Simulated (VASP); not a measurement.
A run of VASP 6.6.1:

Contents of INCAR:

```
SYSTEM = SnS2
ALGO = Normal ; EDIFF = 1E-6
ENCUT = 500 ; GGA = PE
GGA_COMPAT = .False. ; ISIF = 2
ISMEAR = 0 ; IVDW = 13
LASPH = .True. ; LCHARG = .True.
LELF = .True. ; LREAL = .False.
LVHAR = .True. ; LWAVE = .False.
NBANDS = 20 ; NELM = 120
PREC = Accurate ; SIGMA = 0.01
```

The input KPOINTS:

```
k-points
0
Gamma
  6 6 4
  0 0 0
```

File POSCAR:

```
SnS2
1.0
    3.5723052521      0.0000000000      0.0000000000
   -1.7861526260      3.0937070984      0.0000000000
    0.0000000000      0.0000000000      5.1569124714
Sn S
1 2
Direct
    0.0000000000      0.0000000000      0.0000000000
    0.3333333333      0.6666666667      0.2844445077
    0.6666666667      0.3333333333      0.7155554923
```

Potentials or basis: VASP PAW PBE potentials, release 64 (Sn_d, S).

Command:

```sh
$ cat potpaw_PBE.64/Sn_d/POTCAR potpaw_PBE.64/S/POTCAR > POTCAR
$ mpirun -np 1 vasp_std > vasp.out
```

Hardware: 1 thread of AMD EPYC 9R45 96-Core Processor (Zen 5) (shared host).

How long does it take, and how much memory?

It took 17 s on 1 thread of AMD EPYC 9R45 96-Core Processor (Zen 5), on a shared host, peak memory 0.16 GiB. Counts: scf iterations 13, k points 24.
